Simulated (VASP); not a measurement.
# TiAl (P-6m2) in VASP: a series of runs, part 2 of 2

VASP 6.6.1. The steps go on from the part before.

**3. Single point, PBEsol, collinear spin, ferromagnetic start**

Contents of INCAR:

```
SYSTEM = TiAl
  PREC = Accurate
  ENCUT = 520
  EDIFF = 1E-7
  ISMEAR = 0
  SIGMA = 0.15
  LREAL = .False.
  LASPH = .True.
  NELM = 150
  ALGO = Normal
  ISIF = 2
  LWAVE = .False.
  LCHARG = .False.
  ISPIN = 2
  MAGMOM = 0.125 0
  LORBIT = 11
  NUPDOWN = 0.125
  LMAXMIX = 4
  GGA = PS
  NBANDS = 18
```

Contents of KPOINTS:

```
Automatic mesh
0
Gamma
  21 21 12
  0 0 0
```

Contents of POSCAR:

```
TiAl
1.0
    2.7694960644      0.0000000000      0.0000000000
   -1.3847480322      2.3984539475      0.0000000000
    0.0000000000      0.0000000000      4.4925796926
Ti Al
1 1
Direct
    0.0000000000      0.0000000000      0.0000000000
    0.3333333333      0.6666666667      0.5000000000
```

Potentials or basis: VASP PAW PBE potentials, release 64 (Ti_sv, Al).

Command:

```
cat potpaw_PBE.64/Ti_sv/POTCAR potpaw_PBE.64/Al/POTCAR > POTCAR
mpirun -np 1 vasp_std > vasp.out
```

OUTCAR:

```text
SYSTEM = TiAl
   PREC = Accurate
   ENCUT = 520
   EDIFF = 1E-7
   ISMEAR = 0
   LREAL = .False.
   LASPH = .True.
   NELM = 150
   ISIF = 2
   ISPIN = 2
   LORBIT = 11
   NUPDOWN = 0.125
   GGA = PS

 ion  position               nearest neighbor table
   1  0.000  0.000  0.000-   2 2.76   2 2.76   2 2.76   2 2.76   2 2.76   2 2.76
   2  0.333  0.667  0.500-   1 2.76   1 2.76   1 2.76   1 2.76   1 2.76   1 2.76

  LATTYP: Found a hexagonal cell.
 ALAT       =     2.7694960644
 C/A-ratio  =     1.6221650395

  Lattice vectors:

 A1 = (   2.7694960644,   0.0000000000,   0.0000000000)
 A2 = (  -1.3847480322,   2.3984539475,   0.0000000000)
 A3 = (   0.0000000000,   0.0000000000,   4.4925796926)

Analysis of symmetry for initial positions (statically):
=====================================================================
 Subroutine PRICEL returns:
 Original cell was already a primitive cell.

 Routine SETGRP: Setting up the symmetry group for a
 hexagonal supercell.

 Subroutine GETGRP returns: Found 12 space group operations
[... 704 lines left out ...]
      6       6.5759      1.00000
[... 493 lines left out ...]
     17      25.1162      0.00000
     18      26.5694      0.00000

 [... further k-points ...]

------------------------ aborting loop because EDIFF is reached ----------------------------------------

  FORCE on cell =-STRESS in cart. coord.  units (eV):
  Direction    XX          YY          ZZ          XY          YZ          ZX
  --------------------------------------------------------------------------------------
  -------------------------------------------------------------------------------------
  Total        1.9263263      1.9263263      2.2957175      0.0000000      0.0000000      0.0000000
  in kB      103.4218993    103.4218993    123.2540245      0.0000000      0.0000000      0.0000000
  external PRESSURE =     110.0326077 kB  Pullay stress =       0.0000000 kB

 VOLUME and BASIS-vectors are now :
 -----------------------------------------------------------------------------
  energy-cutoff  :      520.00
  volume of cell :       29.84
      direct lattice vectors                 reciprocal lattice vectors
     2.769496064  0.000000000  0.000000000     0.361076520  0.208467626  0.000000000
    -1.384748032  2.398453948  0.000000000     0.000000000  0.416935252  0.000000000
     0.000000000  0.000000000  4.492579693     0.000000000  0.000000000  0.222589262

 POSITION                                       TOTAL-FORCE (eV/Angst)
 -----------------------------------------------------------------------------------
      0.00000      0.00000      0.00000         0.000000      0.000000      0.000000
     -0.00000      1.59897      2.24629        -0.000000     -0.000000      0.000000
 -----------------------------------------------------------------------------------
    total drift:                                0.000000     -0.000000      0.000000

  FREE ENERGIE OF THE ION-ELECTRON SYSTEM (eV)
  ---------------------------------------------------
  free  energy   TOTEN  =       -12.8611332175 eV

  energy  without entropy=      -12.8338214047  energy(sigma->0) =      -12.84747731

 total charge

# of ion       s       p       d       tot
------------------------------------------
    1        2.241   6.160   1.999  10.401
    2        0.435   0.416   0.000   0.851
--------------------------------------------------
tot          2.676   6.576   1.999  11.252

 magnetization (x)

# of ion       s       p       d       tot
------------------------------------------
    1        0.001   0.009   0.062   0.073
    2        0.000   0.003   0.000   0.003
--------------------------------------------------
tot          0.002   0.012   0.062   0.076
```

OSZICAR:

```text
N       E                     dE             d eps       ncg     rms          rms(c)
DAV:   1     0.108148016662E+03    0.10815E+03   -0.66624E+03 24218   0.861E+02
DAV:   2    -0.805171482558E+01   -0.11620E+03   -0.10988E+03 24756   0.254E+02
DAV:   3    -0.141380152948E+02   -0.60863E+01   -0.59630E+01 32430   0.565E+01
DAV:   4    -0.142985425687E+02   -0.16053E+00   -0.15998E+00 28896   0.831E+00
DAV:   5    -0.143034302513E+02   -0.48877E-02   -0.48868E-02 29264   0.140E+00    0.105E+01
DAV:   6    -0.130937719996E+02    0.12097E+01   -0.28922E+00 27936   0.231E+01    0.366E+00
DAV:   7    -0.128815798197E+02    0.21219E+00   -0.34465E-01 28084   0.690E+00    0.242E+00
DAV:   8    -0.128632267566E+02    0.18353E-01   -0.10897E-01 29106   0.340E+00    0.799E-01
DAV:   9    -0.128626493519E+02    0.57740E-03   -0.27462E-02 27544   0.230E+00    0.435E-01
DAV:  10    -0.128610777713E+02    0.15716E-02   -0.30825E-03 28406   0.707E-01    0.979E-02
DAV:  11    -0.128611839560E+02   -0.10618E-03   -0.78457E-04 32116   0.257E-01    0.900E-02
DAV:  12    -0.128611432914E+02    0.40665E-04   -0.72338E-05 27584   0.764E-02    0.283E-02
DAV:  13    -0.128611336507E+02    0.96406E-05   -0.17138E-05 27752   0.479E-02    0.644E-03
DAV:  14    -0.128611332416E+02    0.40908E-06   -0.15693E-06 28126   0.118E-02    0.309E-03
DAV:  15    -0.128611332175E+02    0.24123E-07   -0.18305E-07 27672   0.474E-03
   1 F= -.12861133E+02 E0= -.12847477E+02  d E =-.273118E-01  mag=     0.1250
```

stdout:

```text
POSCAR found type information on POSCAR TiAl
 POSCAR found :  2 types and       2 ions
 scaLAPACK will be used
 -----------------------------------------------------------------------------
|                                                                             |
|                                                                             |
|     You enforced a specific xc type in the INCAR file but a different       |
|     I HOPE YOU KNOW WHAT YOU ARE DOING!                                     |
|                                                                             |
 -----------------------------------------------------------------------------

 LDA part: xc-table for (Slater+PW92), standard interpolation
 POSCAR, INCAR and KPOINTS ok, starting setup
 FFT: planning ... GRIDC
 FFT: planning ... GRID_SOFT
 FFT: planning ... GRID
 WAVECAR not read
 entering main loop
```

Wall time 1.9 min (1 thread of Intel Xeon 6975P-C (Granite Rapids), shared host); peak memory 0.38 GiB.

Results:

```
Free energy                                           : -12.8611 eV
Pressure                                              : 11.0 GPa
Net moment                                            : 0.12 μB per cell
Site moments                                          : Ti +0.07; Al +0.00 μB
Valence electrons inside the program's atomic spheres : Ti 10.40; Al 0.85
```

Caveat: the PAW data sets were made with another functional, which shifts forces and pressure a little; the total moment is fixed, so each spin has its own Fermi level.

**4. Single point, PBEsol, collinear spin, ferromagnetic start**

This run uses another cell than the first one, of 15.57 Å³/atom, 1.043 times its volume.

Contents of INCAR:

```
PREC     = Accurate       # precision mode
ENCUT    = 520            # plane-wave cutoff, eV
EDIFF    = 1E-6           # SCF threshold, eV
ISMEAR   = 0              # smearing method
SIGMA    = 0.15           # smearing width, eV
LREAL    = False          # projectors in reciprocal space
LASPH    = True           # aspherical terms in the spheres
NELM     = 150            # most SCF steps
ALGO     = Normal         # electronic algorithm
ISIF     = 2              # what is computed and relaxed
LWAVE    = False          # write WAVECAR
LCHARG   = True           # write CHGCAR
ISPIN    = 2              # spin polarisation
MAGMOM   = 0.125 0        # initial moments
LORBIT   = 11             # projections on sites
NUPDOWN  = 0.125          # fixed moment
LMAXMIX  = 4              # l up to which the mixer works
GGA      = PS             # functional
LELF     = True           # ELF
LVHAR    = True         
NBANDS   = 18             # bands
```

Contents of KPOINTS:

```
Automatic mesh
0
Gamma
  21 21 12
```

Contents of POSCAR:

```
TiAl
1.0
    2.8090813284      0.0000000000      0.0000000000
   -1.4045406642      2.4327357917      0.0000000000
    0.0000000000      0.0000000000      4.5567935240
Ti Al
1 1
Direct
    0.0000000000      0.0000000000      0.0000000000
    0.3333333333      0.6666666667      0.5000000000
```

Command:

```
cat potpaw_PBE.64/Ti_sv/POTCAR potpaw_PBE.64/Al/POTCAR > POTCAR
mpirun -np 1 vasp_std > vasp.out
```

Run time: 3.5 min. Hardware: 1 thread of Intel Xeon 6975P-C, shared host; peak memory 0.39 GiB.

It converged, with:

| Item | Value |
| --- | --- |
| Free energy | -12.9255 eV |
| Pressure | 5.0 GPa |
| Net moment | 0.12 μB per cell |
| Site moments | Ti +0.07; Al +0.00 μB |
| Valence electrons inside the program's atomic spheres | Ti 10.34; Al 0.83 |

Stress tensor (GPa, compression positive):
```
4.73 0.00 0.00
0.00 4.73 0.00
0.00 0.00 5.52
```

Caveat: the PAW data sets were made with another functional, which shifts forces and pressure a little; the total moment is fixed, so each spin has its own Fermi level.

**5. Single point, PBEsol, collinear spin, ferromagnetic start**

This run uses another cell than the first one, of 15.57 Å³/atom, 1.043 times its volume.

Contents of INCAR:

```
PREC = Accurate
ENCUT = 520
EDIFF = 1E-7
ISMEAR = 0
SIGMA = 0.15
LREAL = False
LASPH = True
NELM = 150
ALGO = Normal
ISIF = 2
LWAVE = False
LCHARG = False
ISPIN = 2
MAGMOM = 0.625 0
LORBIT = 11
NUPDOWN = 0.625
LMAXMIX = 4
GGA = PS
NBANDS = 18
```

KPOINTS is that of step 4.

POSCAR is that of step 4.

Command:

```
cat potpaw_PBE.64/Ti_sv/POTCAR potpaw_PBE.64/Al/POTCAR > POTCAR
mpirun -np 1 vasp_std > vasp.out
```

Run time: 3.8 min. Hardware: 1 thread of Intel Xeon 6975P-C, shared host; peak memory 0.39 GiB.

Results (log left out):

- Free energy: -12.9037 eV
- Pressure: 5.3 GPa
- Net moment: 0.62 μB per cell
- Site moments: Ti +0.37; Al +0.01 μB
- Valence electrons inside the program's atomic spheres: Ti 10.34; Al 0.83

Stress tensor (GPa, compression positive):
```
5.70 0.00 0.00
0.00 5.70 0.00
0.00 0.00 4.58
```

Caveat: the PAW data sets were made with another functional, which shifts forces and pressure a little; the total moment is fixed, so each spin has its own Fermi level.

**6. Single point, PBEsol, collinear spin, ferromagnetic start**

This run uses another cell than the first one, of 16.22 Å³/atom, 1.087 times its volume.

Contents of INCAR:

```
PREC = Accurate ; ENCUT = 520
EDIFF = 1E-6 ; ISMEAR = 0
SIGMA = 0.15 ; LREAL = F
LASPH = T ; NELM = 150
ALGO = Fast ; ISIF = 2
LWAVE = F ; LCHARG = T
ISPIN = 2 ; MAGMOM = 0.625 0
LORBIT = 11 ; NUPDOWN = 0.625
LMAXMIX = 4 ; GGA = PS
LELF = T ; LVHAR = T
NBANDS = 18
```

Contents of KPOINTS:

```
regular mesh
0
Gamma
  21 21 12
```

Contents of POSCAR:

```
TiAl
1.0
    2.8475477342      0.0000000000      0.0000000000
   -1.4237738671      2.4660486763      0.0000000000
    0.0000000000      0.0000000000      4.6191923826
Ti Al
1 1
Direct
    0.0000000000      0.0000000000      0.0000000000
    0.3333333333      0.6666666667      0.5000000000
```

Potentials or basis: VASP PAW PBE potentials, release 64 (Ti_sv, Al).

Command:

```
cat potpaw_PBE.64/Ti_sv/POTCAR potpaw_PBE.64/Al/POTCAR > POTCAR
mpirun -np 1 vasp_std > vasp.out
```

It took 3.2 min on 1 thread of Intel Xeon 6975P-C (Granite Rapids), shared host; peak memory 0.39 GiB.

The run converged. Its results:

```yaml
Free_energy: -12.9263 eV
Pressure: 0.3 GPa
Net_moment: 0.62 μB per cell
Site_moments: Ti +0.38; Al +0.01 μB
Valence_electrons_inside_the_program's_atomic_spheres: Ti 10.29; Al 0.81
```

Stress tensor (GPa, compression positive):
```
 0.92  0.00  0.00
 0.00  0.92  0.00
 0.00  0.00 -0.92
```

Caveat: the PAW data sets were made with another functional, which shifts forces and pressure a little; the total moment is fixed, so each spin has its own Fermi level.

**7. Overview**

| fixed moment (μB) | cell | pressure (GPa) | moment (μB) |
| --- | --- | --- | --- |
| 0.625 | a = 2.769, b = 2.769, c = 4.493 Å, angles 90.0, 90.0, 120.0°, 2 atoms | 11.3 | 0.62 |
| 0.125 | a = 2.769, b = 2.769, c = 4.493 Å, angles 90.0, 90.0, 120.0°, 2 atoms | 11.0 | 0.12 |
| 0.125 | a = 2.809, b = 2.809, c = 4.557 Å, angles 90.0, 90.0, 120.0°, 2 atoms | 5.0 | 0.12 |
| 0.625 | a = 2.809, b = 2.809, c = 4.557 Å, angles 90.0, 90.0, 120.0°, 2 atoms | 5.3 | 0.62 |
| 0.625 | a = 2.848, b = 2.848, c = 4.619 Å, angles 90.0, 90.0, 120.0°, 2 atoms | 0.3 | 0.62 |

Alike in all rows: task single point; level PBEsol; potentials or basis VASP PAW PBE potentials, release 64 (Ti_sv, Al); spin collinear, ferromagnetic start; k mesh 21 × 21 × 12; cutoff (eV) 520; smearing gaussian 0.15 eV.

Caveats: the PAW data sets were made with another functional, which shifts forces and pressure a little; the total moment is fixed, so each spin has its own Fermi level.

Absolute energies hang on the potentials; compare differences alone.
